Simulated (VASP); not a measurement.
# Si4GePt: relaxation of cell and atoms with PBE

Crystal: Si4GePt.

```
Si Ge Pt
1.0
     4.35527    0.00000    0.00000
    -2.17763    3.77177    0.00000
     0.00000    0.00000    5.93058
Si Ge Pt
4 1 1
Direct
  0.33333 0.66667 0.28405
  0.33333 0.66667 0.71595
  0.66667 0.33333 0.71595
  0.66667 0.33333 0.28405
  0.00000 0.00000 0.00000
  0.00000 0.00000 0.50000
```

The cell was generated, and may not be a known phase.

```yaml
Program: VASP 6.6.1
Task: relaxation of cell and atoms
Functional: PBE
Potentials_or_basis: VASP PAW PBE potentials, release 64 (Si, Ge_d, Pt)
Cutoff: 600 eV
k_mesh: 12 × 12 × 6
Occupations: gaussian, width 0.1 eV
Spin: no spin polarisation
Dipole_correction: no
Further_INCAR_settings: ALGO = Normal; EDIFF = 1e-06; IBRION = 2; EDIFFG = -0.01; NSW = 100; ISIF = 3
```

```json
{"Relaxed volume": "16.22 Å³/atom", "Relaxed cell": "a = 4.308 Å, b = 4.308 Å, c = 6.057 Å, α = 90.00°, β = 90.00°, γ = 120.00°", "Space group after relaxing (to 0.1 Å)": "P6/mmm (No. 191)", "Energy gained by relaxing": "2.8 meV/atom", "Ionic steps": "8", "Pressure after relaxing": "0.1 GPa", "Largest force after relaxing": "0.007 eV/Å"}
```

Forces on the atoms (eV/Å):
```
Si   0.000  0.000  0.007
Si   0.000  0.000 -0.007
Si   0.000  0.000 -0.007
Si   0.000  0.000  0.007
Ge   0.000  0.000  0.000
Pt   0.000  0.000  0.000
```

Stress tensor (GPa, compression positive):
```
 0.09  0.00  0.00
 0.00  0.09  0.00
 0.00  0.00 -0.03
```

Step by step:
| step | energy change (eV) | largest force (eV/Å) | pressure (GPa) | volume (Å³) |
| --- | --- | --- | --- | --- |
| 1 | 0.0000 | 0.0324 | -0.24 | 97.42 |
| 2 | -0.0107 | 0.0071 | 0.11 | 97.08 |
| 3 | -0.0149 | 0.0076 | 0.55 | 96.70 |
| 4 | -0.0158 | 0.0464 | -0.34 | 97.56 |
| 5 | -0.0161 | 0.0331 | -0.07 | 97.26 |
| 6 | -0.0161 | 0.0326 | -0.01 | 97.25 |
| 7 | -0.0163 | 0.0256 | -0.03 | 97.27 |
| 8 | -0.0166 | 0.0067 | 0.05 | 97.34 |

Final structure:
```
Si Ge Pt
1.0
     4.30799    0.00000    0.00000
    -2.15400    3.73083    0.00000
     0.00000    0.00000    6.05663
Si Ge Pt
4 1 1
Direct
  0.33333 0.66667 0.28460
  0.33333 0.66667 0.71540
  0.66667 0.33333 0.71540
  0.66667 0.33333 0.28460
  0.00000 0.00000 0.00000
  0.00000 0.00000 0.50000
```

Levels at points of the mesh, in eV from the Fermi level:
| k point | band 17 | band 18 | band 19 | band 20 | band 21 | band 22 | band 23 | band 24 |
| --- | --- | --- | --- | --- | --- | --- | --- | --- |
| (0.00, 0.00, 0.00) | -1.98 | -1.56 | -1.56 | -0.76 | -0.76 | 0.15 | 0.76 | 1.00 |
| (0.50, 0.00, 0.00) | -2.67 | -2.25 | -1.58 | -0.33 | -0.01 | 0.60 | 4.02 | 4.12 |
| (0.00, 0.00, 0.50) | -1.74 | -1.37 | -0.49 | -0.49 | -0.20 | -0.19 | -0.19 | -0.11 |
| (0.50, 0.00, 0.50) | -2.14 | -1.77 | -1.39 | -0.28 | 0.30 | 0.44 | 2.54 | 3.51 |

Run time: 12 min on 1 thread of Intel(R) Xeon(R) Platinum 8488C (Sapphire Rapids), with other jobs on the host, peak memory 0.42 GiB.

Caveat: the highest band is partly filled, so the run has too few bands; spin-orbit coupling is left out, which moves the levels of the heavy elements.
